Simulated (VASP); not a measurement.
# Si3IrRu in VASP: a series of runs

The runs below take Si3IrRu through single point, with PBE.

Everything below comes from runs of VASP 6.6.1. Logs are shortened: lines on timing, memory, paths and dates and some standing lists are left out, and cuts for length are marked.

## Step 1: The cell of the first run

The structure is tetragonal, space group P4/mmm (No. 123). Conventional cell: a = 3.258 Å, b = 3.258 Å, c = 7.389 Å, α = 90.00°, β = 90.00°, γ = 90.00°. Within 3.2 Å of Si (site symmetry 4mm) lie 2 Si at 2.40 to 2.59 Å and 4 Ru at 2.64 Å. Within 3.0 Å of Si (site symmetry 4/mmm) lie 4 Ir at 2.30 Å and 2 Si at 2.40 Å. Ru (site symmetry 4/mmm) has 8 Si at 2.64 Å and 4 Ru at 3.26 Å within 3.5 Å. Within 3.0 Å of Ir (site symmetry 4/mmm) lie 4 Si at 2.30 Å.

## Step 2: Single point, PBE

INCAR reads:

```
PREC     = Accurate       # precision mode
ENCUT    = 500            # plane-wave cutoff, eV
EDIFF    = 1E-6           # SCF threshold, eV
ISMEAR   = 0              # smearing method
SIGMA    = 0.2            # smearing width, eV
LREAL    = F              # projectors in reciprocal space
LASPH    = T              # aspherical terms in the spheres
NELM     = 120            # most SCF steps
ALGO     = Normal         # electronic algorithm
ISIF     = 2              # what is computed and relaxed
LWAVE    = F              # write WAVECAR
LCHARG   = T              # write CHGCAR
GGA      = PE             # functional
LELF     = T              # ELF
LVHAR    = T            
NBANDS   = 26             # bands
GGA_COMPAT= F
```

KPOINTS reads:

```
Automatic mesh
0
Gamma
  5 5 3
```

POSCAR reads:

```
Si3IrRu
1.0
    3.2579200614      0.0000000000      0.0000000000
    0.0000000000      3.2579200614      0.0000000000
    0.0000000000      0.0000000000      7.3890823702
Si Ru Ir
3 1 1
Direct
    0.0000000000      0.0000000000      0.1753499777
    0.0000000000      0.0000000000      0.8246500223
    0.0000000000      0.0000000000      0.5000000000
    0.5000000000      0.5000000000      0.0000000000
    0.5000000000      0.5000000000      0.5000000000
```

Potentials or basis: VASP PAW PBE potentials, release 64 (Si, Ru_pv, Ir).

The run is started by

```console
cat potpaw_PBE.64/Si/POTCAR potpaw_PBE.64/Ru_pv/POTCAR potpaw_PBE.64/Ir/POTCAR > POTCAR
mpirun -np 1 vasp_std > vasp.out
```

OUTCAR:

```text
PREC = Accurate
   ENCUT = 500
   EDIFF = 1E-6
   ISMEAR = 0
   LREAL = F
   LASPH = T
   NELM = 120
   ISIF = 2
   GGA = PE

 ion  position               nearest neighbor table
   1  0.000  0.000  0.175-   3 2.40   2 2.59   4 2.64   4 2.64   4 2.64   4 2.64
   2  0.000  0.000  0.825-   3 2.40   1 2.59   4 2.64   4 2.64   4 2.64   4 2.64
   3  0.000  0.000  0.500-   5 2.30   5 2.30   5 2.30   5 2.30   1 2.40   2 2.40
   4  0.500  0.500  0.000-   1 2.64   2 2.64   1 2.64   2 2.64   1 2.64   2 2.64   1 2.64   2 2.64

   5  0.500  0.500  0.500-   3 2.30   3 2.30   3 2.30   3 2.30

  LATTYP: Found a simple tetragonal cell.
 ALAT       =     3.2579200614
 C/A-ratio  =     2.2680367323

  Lattice vectors:

 A1 = (   3.2579200614,   0.0000000000,   0.0000000000)
 A2 = (   0.0000000000,   3.2579200614,   0.0000000000)
 A3 = (   0.0000000000,   0.0000000000,   7.3890823702)

Analysis of symmetry for initial positions (statically):
=====================================================================
 Subroutine PRICEL returns:
 Original cell was already a primitive cell.

 Routine SETGRP: Setting up the symmetry group for a
 simple tetragonal supercell.

 Subroutine GETGRP returns: Found 16 space group operations
 (whereof 16 operations were pure point group operations)
 out of a pool of 16 trial point group operations.

The static configuration has the point symmetry D_4h.

Analysis of symmetry for dynamics (positions and initial velocities):
=====================================================================
 Subroutine PRICEL returns:
 Original cell was already a primitive cell.

 Routine SETGRP: Setting up the symmetry group for a
 simple tetragonal supercell.

 Subroutine GETGRP returns: Found 16 space group operations
 (whereof 16 operations were pure point group operations)
 out of a pool of 16 trial point group operations.

The dynamic configuration has the point symmetry D_4h.

 Subroutine INISYM returns: Found 16 space group operations
 (whereof 16 operations are pure point group operations),
 and found     1 'primitive' translations

----------------------------------------------------------------------------------------

                                     Primitive cell

  volume of cell :      78.4280

[... 80 lines left out ...]
   NELM   =    120;   NELMIN=  2; NELMDL= -5     # of ELM steps
   EDIFF  = 0.1E-05   stopping-criterion for ELM
   LREAL  =      F    real-space projection
   EDIFFG = 0.1E-04   stopping-criterion for IOM
   NSW    =      0    number of steps for IOM
   IBRION =     -1    ionic relax: 0-MD 1-quasi-New 2-CG
   NFREE  =      0    steps in history (QN), initial steepest desc. (CG)
   ISIF   =      2    stress and relaxation
   ISYM   =      2    0-nonsym 1-usesym 2-fastsym
   POTIM  = 0.5000    time-step for ionic-motion
   TEBEG  =    0.0;   TEEND  =   0.0 temperature during run
   PSTRESS=    0.0 pullay stress
   NELECT =      35.0000    total number of electrons
   NUPDOWN=      -1.0000    fix difference up-down
   EMIN   =  10.00;   EMAX   =-10.00  energy-range for DOS
   EFERMI =   0.00;   METHOD = LEGACY
   ISMEAR =     0;   SIGMA  =   0.20  broadening in eV -4-tet -1-fermi 0-gaus
   EFERMI_NEDOS =   21; number of points for ismear=-14 and -15
   IALGO  =     38    algorithm
   IMIX   =      4    mixing-type and parameters
     AMIX     =   0.40;   BMIX     =  1.00
     AMIX_MAG =   1.60;   BMIX_MAG =  1.00
  volume/ion in A,a.u.               =      15.69       105.85
  Fermi-wavevector in a.u.,A,eV,Ry     =   1.251047  2.364137 21.294741  1.565119
  Thomas-Fermi vector in A             =   2.385013
   LORBIT       =      0    0 simple, 1 ext, 2 COOP (PROOUT), +10 PAW based schemes
   GGA     = PE    functional components
   LHFCALC =     F    Hartree Fock is set to
   AEXX    =    0.0000 exact exchange contribution
   IVDW    =     0    specifies the selected vdW correction
   LEPSILON=     F    determine dielectric tensor
   LRPA    =     F    only Hartree local field effects (RPA)
 non-spin polarized calculation
 Gauss-broadening in eV      SIGMA  =   0.20
  energy-cutoff  :      500.00
  volume of cell :       78.43
 maximum number of plane-waves:      2010
 NGX is ok and might be reduce to    24
   NGX = 11   NGY = 11   NGZ = 27

 number of electron      35.0000005 magnetization

 Free energy of the ion-electron system (eV)
  ---------------------------------------------------
  ext. energy  EPLUGINS =         0.00000000
  ---------------------------------------------------
  free energy    TOTEN  =       -32.97180038 eV

  energy without entropy =      -32.89933683  energy(sigma->0) =      -32.93556860

 E-fermi :   9.0019     XC(G=0): -11.6769

 val. band max:        8.9346564704   @ k =   0.4000   0.0000   0.3333
 cond. band min:       9.0387358336   @ k =   0.4000   0.2000   0.3333
 fundamental gap:      0.1040793632
 Fermi energy:         9.0018584412

 k-point     1 :       0.0000    0.0000    0.0000
  band No.  band energies     occupation
      1     -33.7194      2.00000
      2     -33.7194      2.00000
      3     -33.2877      2.00000
      4      -3.5641      2.00000
      5      -1.4142      2.00000
      6       0.1463      2.00000
[... 337 lines left out ...]
     25      12.9261      0.00000
     26      14.1571      0.00000

------------------------ aborting loop because EDIFF is reached ----------------------------------------

  FORCE on cell =-STRESS in cart. coord.  units (eV):
  Direction    XX          YY          ZZ          XY          YZ          ZX
  --------------------------------------------------------------------------------------
  -------------------------------------------------------------------------------------
  Total        0.2090518      0.2090518     -0.0345092      0.0000000      0.0000000     -0.0000000
  in kB        4.2706425      4.2706425     -0.7049749      0.0000000      0.0000000     -0.0000000
  external PRESSURE =       2.6121034 kB  Pullay stress =       0.0000000 kB

 VOLUME and BASIS-vectors are now :
 -----------------------------------------------------------------------------
  energy-cutoff  :      500.00
  volume of cell :       78.43
      direct lattice vectors                 reciprocal lattice vectors
     3.257920061  0.000000000  0.000000000     0.306944302  0.000000000  0.000000000
     0.000000000  3.257920061  0.000000000     0.000000000  0.306944302  0.000000000
     0.000000000  0.000000000  7.389082370     0.000000000  0.000000000  0.135334802

 POSITION                                       TOTAL-FORCE (eV/Angst)
 -----------------------------------------------------------------------------------
      0.00000      0.00000      1.29568         0.000000      0.000000     -0.012960
      0.00000      0.00000      6.09341        -0.000000      0.000000      0.012960
      0.00000      0.00000      3.69454         0.000000     -0.000000     -0.000000
      1.62896      1.62896      0.00000         0.000000     -0.000000     -0.000000
      1.62896      1.62896      3.69454         0.000000     -0.000000     -0.000000
 -----------------------------------------------------------------------------------
    total drift:                                0.000000     -0.000000     -0.000000

  FREE ENERGIE OF THE ION-ELECTRON SYSTEM (eV)
  ---------------------------------------------------
  free  energy   TOTEN  =       -32.9718003765 eV

  energy  without entropy=      -32.8993368280  energy(sigma->0) =      -32.93556860
```

It took 22 s on 1 thread of Intel Xeon 6975P-C (Granite Rapids), shared host; peak memory 0.18 GiB.

Results:

| Quantity | Value |
| --- | --- |
| Free energy | -32.9718 eV |
| Pressure | 0.3 GPa |
| Largest force | 0.013 eV/Å |

Forces in eV/Å, atoms in the order of the input:
```
Si   0.000  0.000 -0.013
Si   0.000  0.000  0.013
Si   0.000  0.000  0.000
Ru   0.000  0.000  0.000
Ir   0.000  0.000  0.000
```

Caveat: the k points lie up to 0.39 Å⁻¹ apart; spin-orbit coupling is left out, which moves the levels of the heavy elements.

## Step 3: Single point, PBE

This run uses another cell than the first one, of 15.84 Å³/atom, 1.010 times its volume.

INCAR reads:

```
PREC = Accurate ; ENCUT = 500
EDIFF = 1E-6 ; ISMEAR = 0
SIGMA = 0.2 ; LREAL = F
LASPH = T ; NELM = 120
ALGO = Normal ; ISIF = 2
LWAVE = F ; LCHARG = T
GGA = PE ; LELF = T
LVHAR = T ; NBANDS = 26
GGA_COMPAT = F
```

KPOINTS reads:

```
Automatic mesh
0
Gamma
  4 4 3
```

POSCAR reads:

```
Si3IrRu
1.0
    2.2834258092     -2.2833495473      0.0000000000
    2.2834258092      2.2833495473      0.0000000000
    0.0000000000      0.0000000000      7.5954456542
Si Ru Ir
3 1 1
Direct
    0.5000000000      0.5000000000      0.3236608988
    0.5000000000      0.5000000000      0.6763391012
    0.0000000000      0.0000000000      0.0000000000
    0.0000000000      0.0000000000      0.5000000000
    0.5000000000      0.5000000000      0.0000000000
```

Potentials or basis: VASP PAW PBE potentials, release 64 (Si, Ru_pv, Ir).

The run is started by

```console
cat potpaw_PBE.64/Si/POTCAR potpaw_PBE.64/Ru_pv/POTCAR potpaw_PBE.64/Ir/POTCAR > POTCAR
mpirun -np 1 vasp_std > vasp.out
```

It took 26 s on 1 thread of Intel Xeon 6975P-C (Granite Rapids), shared host; peak memory 0.18 GiB.

It converged, with:

```
Free energy   : -34.8924 eV
Pressure      : 0.3 GPa
Largest force : 0.013 eV/Å
```

Forces in eV/Å, atoms in the order of the input:
```
Si   0.000  0.000  0.013
Si   0.000  0.000 -0.013
Si   0.000  0.000  0.000
Ru   0.000  0.000  0.000
Ir   0.000  0.000  0.000
```

Stress tensor (GPa, compression positive):
```
 0.43  0.00  0.00
 0.00  0.44  0.00
 0.00  0.00 -0.01
```

Levels at points of the mesh, in eV from the Fermi level:
```
           k point  band 15  band 16  band 17  band 18  band 19  band 20
(0.00, 0.00, 0.00)    -1.86    -1.77    -1.38     0.98     0.98     2.68
(0.50, 0.00, 0.00)    -1.63    -1.47    -1.40    -1.22     0.10     3.33
(0.50, 0.50, 0.00)    -2.16    -1.56    -1.10    -1.06    -0.28    -0.18
```

Caveat: the k points lie up to 0.49 Å⁻¹ apart; spin-orbit coupling is left out, which moves the levels of the heavy elements.

## Step 4: Single point, PBE

This run uses another cell than the first one, of 20.47 Å³/atom, 1.305 times its volume.

INCAR reads:

```
SYSTEM = Si3IrRu
ALGO = Normal
EDIFF = 1E-6
ENCUT = 500
GGA = PE
GGA_COMPAT = .False.
ISIF = 2
ISMEAR = 0
LASPH = .True.
LCHARG = .False.
LREAL = .False.
LWAVE = .False.
NBANDS = 26
NELM = 120
PREC = Accurate
SIGMA = 0.2
```

KPOINTS reads:

```
k-points
0
Gamma
  4 4 3
  0 0 0
```

POSCAR reads:

```
Si3IrRu
1.0
    4.7825050234      0.0000000000      0.0000000000
    0.0000000000      4.7825050234      0.0000000000
    0.0000000000      0.0000000000      4.4752595212
Si Ru Ir
3 1 1
Direct
    0.0000000000      0.5000000000      0.5000000000
    0.5000000000      0.0000000000      0.5000000000
    0.5000000000      0.5000000000      0.5000000000
    0.5000000000      0.5000000000      0.0000000000
    0.0000000000      0.0000000000      0.5000000000
```

The run is started by

```console
cat potpaw_PBE.64/Si/POTCAR potpaw_PBE.64/Ru_pv/POTCAR potpaw_PBE.64/Ir/POTCAR > POTCAR
mpirun -np 1 vasp_std > vasp.out
```

Wall time 30 s (1 thread of Intel Xeon 6975P-C (Granite Rapids), shared host); peak memory 0.21 GiB.

Results (log left out):

```
Free energy : -29.1276 eV
Pressure    : 0.4 GPa
```

Stress tensor (GPa, compression positive):
```
0.65 0.00 0.00
0.00 0.65 0.00
0.00 0.00 0.04
```

Levels at points of the mesh, in eV from the Fermi level:
| k point | band 16 | band 17 | band 18 | band 19 | band 20 | band 21 |
| --- | --- | --- | --- | --- | --- | --- |
| (0.00, 0.00, 0.00) | -1.09 | -0.25 | 0.41 | 0.93 | 1.01 | 1.01 |
| (0.50, 0.00, 0.00) | -0.45 | -0.02 | 0.15 | 0.19 | 0.33 | 1.99 |
| (0.50, 0.50, 0.00) | -0.41 | -0.25 | 0.09 | 2.16 | 2.87 | 2.87 |

Caveat: the k points lie up to 0.47 Å⁻¹ apart; spin-orbit coupling is left out, which moves the levels of the heavy elements.

## Step 5: The runs side by side

| cell | k mesh | gap on the mesh (eV) | pressure (GPa) | largest force (eV/Å) |
| --- | --- | --- | --- | --- |
| a = 3.258, b = 3.258, c = 7.389 Å, 5 atoms | 5 × 5 × 3 | none | 0.3 | 0.01 |
| a = 3.229, b = 3.229, c = 7.595 Å, 5 atoms | 4 × 4 × 3 | none | 0.3 | 0.01 |
| a = 4.783, b = 4.783, c = 4.475 Å, 5 atoms | 4 × 4 × 3 | none | 0.4 | - |

Alike in all rows: task single point; level PBE; potentials or basis VASP PAW PBE potentials, release 64 (Si, Ru_pv, Ir); no spin polarisation; cutoff (eV) 500; smearing gaussian 0.2 eV.

Caveats: all runs use coarse meshes; spin-orbit coupling is left out, which moves the levels of the heavy elements.

Total energies depend on the potentials used, so only differences within one code and one set of settings carry meaning.
